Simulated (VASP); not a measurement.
# Ir12F in VASP: a series of runs

The runs below take Ir12F through single point, with PBE.

All numbers are computed with VASP 6.6.1; they aren't measurements. Logs are shortened: lines on timing, memory, paths and dates and some standing lists are left out, and cuts for length are marked.

## 1. The cell of the first run

The cell holds a slab with vacuum, 13 atoms: a = 5.431 Å, b = 5.431 Å, c = 16.434 Å, α = 90.00°, β = 90.00°, γ = 60.00°.

## 2. Single point, PBE

INCAR

```
PREC = Accurate ; ENCUT = 520
EDIFF = 1E-7 ; ISMEAR = 0
SIGMA = 0.1 ; LREAL = False
LASPH = True ; NELM = 100
ALGO = Normal ; ISIF = 2
LWAVE = False ; LCHARG = True
GGA = PE ; LELF = True
LVHAR = True ; NBANDS = 70
```

KPOINTS

```
Automatic mesh
0
Gamma
  4 4 1
```

POSCAR

```
Ir12F
1.0
    5.4305800000      0.0000000000      0.0000000000
    2.7152900000      4.7030200000      0.0000000000
    0.0000000000      0.0000000000     16.4340500000
Ir F
12 1
Direct
    0.1666666312      0.1666667375      0.0608492733
    0.6666666312      0.1666667375      0.0608492733
    0.1666666312      0.6666667375      0.0608492733
    0.6666666312      0.6666667375      0.0608492733
   -0.1716678606      0.3345388708      0.1922756715
    0.3244232720      0.3377136393      0.1978745957
   -0.1719109947      0.8345261130      0.1934232888
    0.3281680383      0.8348884334      0.1929296187
   -0.0039845226     -0.0022781107      0.3252947387
    0.4903014139      0.0060612117      0.3255134310
   -0.0116526930      0.5008215997      0.3297473842
    0.4918331463      0.4992832265      0.3262052872
    0.8139128859      0.5369824070      0.4422009791
```

Potentials or basis: VASP PAW PBE potentials, release 64 (Ir, F).

On the command line:

```bash
cat potpaw_PBE.64/Ir/POTCAR potpaw_PBE.64/F/POTCAR > POTCAR
mpirun -np 1 vasp_std > vasp.out
```

OUTCAR:

```text
PREC = Accurate
   ENCUT = 520
   EDIFF = 1E-7
   ISMEAR = 0
   LREAL = False
   LASPH = True
   NELM = 100
   ISIF = 2
   GGA = PE

 ion  position               nearest neighbor table
   1  0.167  0.167  0.061-   8 2.67   5 2.68   3 2.72   3 2.72   4 2.72   4 2.72   2 2.72   2 2.72
                             6 2.73
   2  0.667  0.167  0.061-   5 2.66   7 2.68   4 2.72   3 2.72   4 2.72   3 2.72   1 2.72   1 2.72
                             6 2.77
   3  0.167  0.667  0.061-   8 2.67   7 2.70   1 2.72   1 2.72   2 2.72   2 2.72   4 2.72   4 2.72
                             6 2.73
   4  0.667  0.667  0.061-   5 2.67   7 2.67   8 2.69   2 2.72   1 2.72   2 2.72   1 2.72   3 2.72
                             3 2.72
   5  0.828  0.335  0.192-   2 2.66   4 2.67   1 2.68   9 2.70   6 2.70  12 2.71   8 2.71   7 2.71
                             7 2.72   8 2.72   6 2.73  11 2.73
   6  0.324  0.338  0.198-  10 2.61  12 2.62  11 2.68   7 2.70   5 2.70   8 2.71   8 2.72   5 2.73
                             1 2.73   3 2.73   7 2.73   2 2.77
   7  0.828  0.835  0.193-   9 2.67   4 2.67   2 2.68  10 2.69   6 2.70   3 2.70   8 2.71   5 2.71
                             5 2.72   8 2.72   6 2.73  11 2.74
   8  0.328  0.835  0.193-   3 2.67   1 2.67   9 2.68  10 2.68   4 2.69  12 2.70   6 2.71   7 2.71
                             5 2.71   5 2.72   7 2.72   6 2.72
   9  0.996  0.998  0.325-   7 2.67   8 2.68   5 2.70  12 2.70  10 2.71  11 2.71  11 2.72  10 2.72
                            12 2.73
  10  0.490  0.006  0.326-   6 2.61  12 2.68   8 2.68   7 2.69   9 2.71  11 2.71   9 2.72  11 2.73
                            12 2.75
  11  0.988  0.501  0.330-  13 2.04   6 2.68  12 2.70  10 2.71   9 2.71   9 2.72  10 2.73  12 2.73
                             5 2.73   7 2.74
  12  0.492  0.499  0.326-   6 2.62  10 2.68   9 2.70   8 2.70  11 2.70   5 2.71  11 2.73   9 2.73
                            10 2.75
  13  0.814  0.537  0.442-  11 2.04

  LATTYP: Found a hexagonal cell.
 ALAT       =     5.4305797945
 C/A-ratio  =     3.0262054185

  Lattice vectors:

 A1 = (  -2.7152900000,  -4.7030200000,   0.0000000000)
 A2 = (   5.4305800000,   0.0000000000,   0.0000000000)
 A3 = (   0.0000000000,   0.0000000000,  16.4340500000)

Analysis of symmetry for initial positions (statically):
=====================================================================
 Subroutine PRICEL returns:
 Original cell was already a primitive cell.

 Routine SETGRP: Setting up the symmetry group for a
 hexagonal supercell.

 Subroutine GETGRP returns: Found  1 space group operations
 (whereof  1 operations were pure point group operations)
 out of a pool of 24 trial point group operations.

The static configuration has the point symmetry C_1 .

Analysis of symmetry for dynamics (positions and initial velocities):
=====================================================================
 Subroutine PRICEL returns:
 Original cell was already a primitive cell.

 Routine SETGRP: Setting up the symmetry group for a
 hexagonal supercell.

 Subroutine GETGRP returns: Found  1 space group operations
 (whereof  1 operations were pure point group operations)
 out of a pool of 24 trial point group operations.

The dynamic configuration has the point symmetry C_1 .

 Subroutine INISYM returns: Found  1 space group operations
 (whereof  1 operations are pure point group operations),
 and found     1 'primitive' translations

----------------------------------------------------------------------------------------

                                     Primitive cell

  volume of cell :     419.7277

  direct lattice vectors                    reciprocal lattice vectors
     5.430580000  0.000000000  0.000000000     0.184142394 -0.106314666  0.000000000
     2.715290000  4.703020000  0.000000000     0.000000000  0.212629332  0.000000000
     0.000000000  0.000000000 16.434050000     0.000000000  0.000000000  0.060849273

  length of vectors
     5.430580000  5.430579795 16.434050000     0.212629324  0.212629332  0.060849273

  position of ions in fractional coordinates (direct lattice)
     0.166666631  0.166666738  0.060849273
     0.666666631  0.166666738  0.060849273
     0.166666631  0.666666738  0.060849273
     0.666666631  0.666666738  0.060849273
     0.828332139  0.334538871  0.192275671
     0.324423272  0.337713639  0.197874596
[... 37 lines left out ...]
     0.000000000  0.000000000  0.060849273     0.000000000  0.000000000  1.000000000

  Length of vectors
     0.053157331  0.053157333  0.060849273

  Shift w.r.t. Gamma in fractional coordinates (k-lattice)
     0.000000000  0.000000000  0.000000000

 Subroutine IBZKPT returns following result:
 ===========================================

 Found     10 irreducible k-points:

 Following reciprocal coordinates:
            Coordinates               Weight
  0.000000  0.000000  0.000000      1.000000
  0.250000  0.000000  0.000000      2.000000
  0.250000  0.250000  0.000000      2.000000
  0.000000  0.250000  0.000000      2.000000
  0.500000  0.000000  0.000000      1.000000
  0.500000  0.500000  0.000000      1.000000
  0.000000  0.500000  0.000000      1.000000
  0.500000  0.250000  0.000000      2.000000
  0.250000  0.500000  0.000000      2.000000
 -0.250000  0.250000  0.000000      2.000000
   k-points           NKPTS =     10   k-points in BZ     NKDIM =     10   number of bands    NBANDS=     70
   number of dos      NEDOS =    301   number of ions     NIONS =     13
   total plane-waves  NPLWV = 201600
   dimension x,y,z NGX =    40 NGY =   40 NGZ =  126
   dimension x,y,z NGXF=    80 NGYF=   80 NGZF=  252
   ions per type =              12   1
   NGX,Y,Z   is equivalent  to a cutoff of  12.25, 12.25, 12.75 a.u.
   NGXF,Y,Z  is equivalent  to a cutoff of  24.49, 24.49, 25.49 a.u.
 SYSTEM =  unknown system
   PREC   = accura    normal or accurate (medium, high low for compatibility)
   ISTART =      0    job   : 0-new  1-cont  2-samecut
   ICHARG =      2    charge: 1-file 2-atom 10-const
   ISPIN  =      1    spin polarized calculation?
   LNONCOLLINEAR =      F non collinear calculations
   LSORBIT =      F    spin-orbit coupling
   LASPH  =      T    aspherical Exc in radial PAW
   ENCUT  =  520.0 eV  38.22 Ry    6.18 a.u.  10.10 10.10 30.56*2*pi/ulx,y,z
   NELM   =    100;   NELMIN=  2; NELMDL= -5     # of ELM steps
   EDIFF  = 0.1E-06   stopping-criterion for ELM
   LREAL  =      F    real-space projection
   EDIFFG = 0.1E-05   stopping-criterion for IOM
   NSW    =      0    number of steps for IOM
   IBRION =     -1    ionic relax: 0-MD 1-quasi-New 2-CG
   NFREE  =      0    steps in history (QN), initial steepest desc. (CG)
   ISIF   =      2    stress and relaxation
   ISYM   =      2    0-nonsym 1-usesym 2-fastsym
   POTIM  = 0.5000    time-step for ionic-motion
   TEBEG  =    0.0;   TEEND  =   0.0 temperature during run
   PSTRESS=    0.0 pullay stress
   NELECT =     115.0000    total number of electrons
   NUPDOWN=      -1.0000    fix difference up-down
   EMIN   =  10.00;   EMAX   =-10.00  energy-range for DOS
   EFERMI =   0.00;   METHOD = LEGACY
   ISMEAR =     0;   SIGMA  =   0.10  broadening in eV -4-tet -1-fermi 0-gaus
   EFERMI_NEDOS =   21; number of points for ismear=-14 and -15
   IALGO  =     38    algorithm
   IMIX   =      4    mixing-type and parameters
     AMIX     =   0.40;   BMIX     =  1.00
     AMIX_MAG =   1.60;   BMIX_MAG =  1.00
  volume/ion in A,a.u.               =      32.29       217.88
  Fermi-wavevector in a.u.,A,eV,Ry     =   1.063290  2.009326 15.382539  1.130585
  Thomas-Fermi vector in A             =   2.198769
   LORBIT       =      0    0 simple, 1 ext, 2 COOP (PROOUT), +10 PAW based schemes
   GGA     = PE    functional components
   LHFCALC =     F    Hartree Fock is set to
   AEXX    =    0.0000 exact exchange contribution
   IVDW    =     0    specifies the selected vdW correction
   LEPSILON=     F    determine dielectric tensor
   LRPA    =     F    only Hartree local field effects (RPA)
 non-spin polarized calculation
 Gauss-broadening in eV      SIGMA  =   0.10
  energy-cutoff  :      520.00
  volume of cell :      419.73
 maximum number of plane-waves:     11316
   NGX = 21   NGY = 21   NGZ = 61

 number of electron     115.0000011 magnetization

 Free energy of the ion-electron system (eV)
  ---------------------------------------------------
  ext. energy  EPLUGINS =         0.00000000
  ---------------------------------------------------
  free energy    TOTEN  =      -102.89915858 eV

  energy without entropy =     -102.80861849  energy(sigma->0) =     -102.85388854

 E-fermi :   0.8823     XC(G=0):  -6.9906

 val. band max:        0.8809922622   @ k =  -0.2500   0.2500   0.0000
 cond. band min:       0.8834432031   @ k =   0.2500   0.2500   0.0000
 fundamental gap:      0.0024509408
 Fermi energy:         0.8822782086

 k-point     1 :       0.0000    0.0000    0.0000
  band No.  band energies     occupation
      1     -21.6622      2.00000
      2      -9.3742      2.00000
      3      -7.3772      2.00000
      4      -6.9873      2.00000
      5      -6.6593      2.00000
      6      -6.6544      2.00000
[... 709 lines left out ...]
     68       1.6854      0.00000
     69       1.7948      0.00000
 [bands above 69 left out]

------------------------ aborting loop because EDIFF is reached ----------------------------------------

  FORCE on cell =-STRESS in cart. coord.  units (eV):
  Direction    XX          YY          ZZ          XY          YZ          ZX
  --------------------------------------------------------------------------------------
  -------------------------------------------------------------------------------------
  Total       -5.0836671     -3.9784189      1.0750841      0.4423462     -0.0618268      0.9460607
  in kB      -19.4052855    -15.1863514      4.1037923      1.6885162     -0.2360041      3.6112866
  external PRESSURE =     -10.1626149 kB  Pullay stress =       0.0000000 kB

 VOLUME and BASIS-vectors are now :
 -----------------------------------------------------------------------------
  energy-cutoff  :      520.00
  volume of cell :      419.73
      direct lattice vectors                 reciprocal lattice vectors
     5.430580000  0.000000000  0.000000000     0.184142394 -0.106314666  0.000000000
     2.715290000  4.703020000  0.000000000     0.000000000  0.212629332  0.000000000
     0.000000000  0.000000000 16.434050000     0.000000000  0.000000000  0.060849273

 POSITION                                       TOTAL-FORCE (eV/Angst)
 -----------------------------------------------------------------------------------
      1.35764      0.78384      1.00000         0.116064      0.227830      0.035147
      4.07293      0.78384      1.00000        -0.068734      0.014223     -0.258010
      2.71529      3.13535      1.00000        -0.202070     -0.217691      0.053287
      5.43058      3.13535      1.00000         0.056757     -0.011047     -0.042215
      5.40669      1.57334      3.15987        -0.012428      0.006090      0.021470
      2.67880      1.58827      3.25188        -0.020993     -0.004470     -0.012915
      6.76298      3.92479      3.17873        -0.014531     -0.003212     -0.006539
      4.04911      3.92650      3.17062        -0.011025     -0.006265     -0.010444
      8.11805      4.69231      5.34591        -0.016872      0.007431      0.040780
      2.67908      0.02851      5.34950        -0.017975      0.006211      0.042856
      6.72717      2.35537      5.41908         0.025432     -0.005775     -0.050581
      4.02664      2.34814      5.36087        -0.037662     -0.002832      0.025923
      5.87808      2.52544      7.26715         0.204038     -0.010492      0.161241
 -----------------------------------------------------------------------------------
    total drift:                               -0.000092     -0.000045      0.000478

  FREE ENERGIE OF THE ION-ELECTRON SYSTEM (eV)
  ---------------------------------------------------
  free  energy   TOTEN  =      -102.8991585818 eV

  energy  without entropy=     -102.8086184950  energy(sigma->0) =     -102.85388854
```

It took 16 min on 1 thread of Intel Xeon Platinum 8259CL at 2.50GHz (Skylake/Cascade Lake), shared host; peak memory 0.6 GiB.

What came out:

- Free energy: -102.8992 eV
- Largest force: 0.302 eV/Å
- Band gap on the k mesh: zero (an odd number of electrons rules out a gap without spin polarisation)

Forces on the atoms (eV/Å):
```
Ir   0.116  0.228  0.035
Ir  -0.069  0.014 -0.258
Ir  -0.202 -0.218  0.053
Ir   0.057 -0.011 -0.042
Ir  -0.012  0.006  0.021
Ir  -0.021 -0.004 -0.013
Ir  -0.015 -0.003 -0.007
Ir  -0.011 -0.006 -0.010
Ir  -0.017  0.007  0.041
Ir  -0.018  0.006  0.043
Ir   0.025 -0.006 -0.051
Ir  -0.038 -0.003  0.026
F    0.204 -0.010  0.161
```

Caveat: there is no dipole correction, which matters where the two faces differ; spin-orbit coupling is left out, which moves the levels of the heavy elements.

## 3. Single point, PBE

INCAR

```
SYSTEM = Ir12F
ALGO = Normal
EDIFF = 1E-6
ENCUT = 520
GGA = PE
GGA_COMPAT = .FALSE.
ISIF = 2
ISMEAR = 0
LASPH = .TRUE.
LCHARG = .TRUE.
LELF = .TRUE.
LREAL = .FALSE.
LVHAR = .TRUE.
LWAVE = .FALSE.
NBANDS = 118
NELM = 120
NELMDL = -8
PREC = Accurate
SIGMA = 0.1
```

KPOINTS

```
k-points
0
G
  4 4 1
  0 0 0
```

POSCAR

```
Ir12F
1.0
    5.4305800000      0.0000000000      0.0000000000
    2.7152900000      4.7030200000      0.0000000000
    0.0000000000      0.0000000000     16.4340500000
Ir F
12 1
Direct
    0.1666666312      0.1666667375      0.0608492733
    0.6666666312      0.1666667375      0.0608492733
    0.1666666312      0.6666667375      0.0608492733
    0.6666666312      0.6666667375      0.0608492733
   -0.1627336352      0.3350047416      0.1935353732
    0.3395033554      0.3361327402      0.1955116968
   -0.1619729209      0.8346003206      0.1933402296
    0.3387273723      0.8334718968      0.1940734025
    0.0071946790     -0.0003691245      0.3255969162
    0.5069040266      0.0038364710      0.3255164734
    0.0096422909      0.5021050304      0.3255949690
    0.5101284186      0.5021271438      0.3308262419
    0.5738745307      0.5182567797      0.4485833376
```

Potentials or basis: VASP PAW PBE potentials, release 64 (Ir_sv_GW, F).

On the command line:

```bash
cat potpaw_PBE.64/Ir_sv_GW/POTCAR potpaw_PBE.64/F/POTCAR > POTCAR
mpirun -np 1 vasp_std > vasp.out
```

Wall time 25 min (1 thread of AMD EPYC 7R13 (Zen 3), shared host); peak memory 0.64 GiB.

Results (log left out):

| Quantity | Value |
| --- | --- |
| Free energy | -109.8207 eV |
| Largest force | 0.297 eV/Å |
| Band gap on the k mesh | zero (an odd number of electrons rules out a gap without spin polarisation) |

Forces on the atoms (eV/Å):
```
Ir   0.030  0.000 -0.229
Ir   0.022  0.229  0.070
Ir   0.262 -0.130  0.051
Ir  -0.090 -0.060  0.058
Ir   0.002  0.002  0.018
Ir   0.003 -0.003 -0.012
Ir   0.003 -0.001  0.000
Ir   0.002 -0.001 -0.003
Ir   0.003  0.009 -0.002
Ir   0.009  0.001 -0.004
Ir   0.007  0.003 -0.007
Ir  -0.017 -0.005 -0.074
F   -0.236 -0.043  0.134
```

Levels at points of the mesh, in eV from the Fermi level:
```csv
k point,band 103,band 104,band 105,band 106,band 107,band 108
"(0.00, 0.00, 0.00)",0.44,0.50,0.61,0.68,0.85,0.96
"(0.50, 0.00, 0.00)",-1.00,-0.92,-0.47,-0.40,-0.36,-0.33
"(0.50, 0.50, 0.00)",-1.00,-0.91,-0.46,-0.44,-0.37,-0.35
"(0.00, 0.50, 0.00)",-1.00,-0.92,-0.48,-0.43,-0.37,-0.33
```

Caveat: there is no dipole correction, which matters where the two faces differ; spin-orbit coupling is left out, which moves the levels of the heavy elements.

## 4. Single point, PBE

INCAR

```
SYSTEM = Ir12F
PREC     = Accurate       ! precision mode
ENCUT    = 520            ! plane-wave cutoff, eV
EDIFF    = 1E-6           ! SCF threshold, eV
ISMEAR   = 0              ! smearing method
SIGMA    = 0.1            ! smearing width, eV
LREAL    = .False.        ! projectors in reciprocal space
LASPH    = .True.         ! aspherical terms in the spheres
NELM     = 60             ! most SCF steps
ALGO     = Normal         ! electronic algorithm
ISIF     = 2              ! what is computed and relaxed
LWAVE    = .False.        ! write WAVECAR
LCHARG   = .False.        ! write CHGCAR
GGA      = PE             ! functional
NBANDS   = 70             ! bands
```

KPOINTS

```
regular mesh
0
Gamma
  4 4 1
  0 0 0
```

POSCAR

```
Ir12F
1.0
    5.4305800000      0.0000000000      0.0000000000
    2.7152900000      4.7030200000      0.0000000000
    0.0000000000      0.0000000000     16.4340500000
Ir F
12 1
Direct
    0.1666666312      0.1666667375      0.0608492733
    0.6666666312      0.1666667375      0.0608492733
    0.1666666312      0.6666667375      0.0608492733
    0.6666666312      0.6666667375      0.0608492733
   -0.1722917303      0.3350047416      0.1935272194
    0.3243358821      0.3361442222      0.1955232581
   -0.1722205767      0.8334821030      0.1940689605
    0.3273551123      0.8346043606      0.1933373088
   -0.0068403958     -0.0003784802      0.3255944213
    0.4892271554      0.0038602855      0.3255151956
   -0.0123030580      0.5021296954      0.3308200352
    0.4882208109      0.5020969505      0.3255949081
    0.9071606833      0.5183911614      0.4485497488
```

Potentials or basis: VASP PAW PBE potentials, release 64 (Ir, F).

On the command line:

```bash
cat potpaw_PBE.64/Ir/POTCAR potpaw_PBE.64/F/POTCAR > POTCAR
mpirun -np 1 vasp_std > vasp.out
```

Wall time 26 min (1 thread of Intel Xeon 8259CL, shared host); peak memory 0.61 GiB.

Results (log left out):

| Property | Result |
| --- | --- |
| Free energy | -103.0394 eV |
| Largest force | 0.312 eV/Å |
| Band gap on the k mesh | zero (an odd number of electrons rules out a gap without spin polarisation) |

Forces in eV/Å, atoms in the order of the input:
```
Ir  -0.022  0.231  0.025
Ir  -0.032  0.000 -0.271
Ir  -0.263 -0.131  0.006
Ir   0.090 -0.061  0.013
Ir  -0.005  0.001  0.021
Ir  -0.001 -0.005 -0.016
Ir  -0.003  0.001 -0.001
Ir  -0.002 -0.002 -0.006
Ir  -0.005  0.012  0.043
Ir  -0.006 -0.001  0.043
Ir   0.035 -0.008 -0.118
Ir  -0.004  0.001  0.040
F    0.217 -0.039  0.221
```

Levels at points of the mesh, in eV from the Fermi level:
```csv
k point,band 53,band 54,band 55,band 56,band 57,band 58,band 59,band 60,band 61,band 62
"(0.00, 0.00, 0.00)",0.35,0.42,0.44,0.50,0.60,0.68,0.85,0.95,0.96,0.97
"(0.50, 0.00, 0.00)",-1.23,-1.17,-1.00,-0.92,-0.45,-0.44,-0.37,-0.34,-0.34,0.08
"(0.50, 0.50, 0.00)",-1.19,-1.17,-1.00,-0.92,-0.47,-0.40,-0.36,-0.33,-0.30,-0.04
"(0.00, 0.50, 0.00)",-1.21,-1.17,-1.00,-0.92,-0.48,-0.42,-0.37,-0.33,-0.31,0.02
```

Caveat: there is no dipole correction, which matters where the two faces differ; spin-orbit coupling is left out, which moves the levels of the heavy elements.

(Part 1 of 2 ends here.)
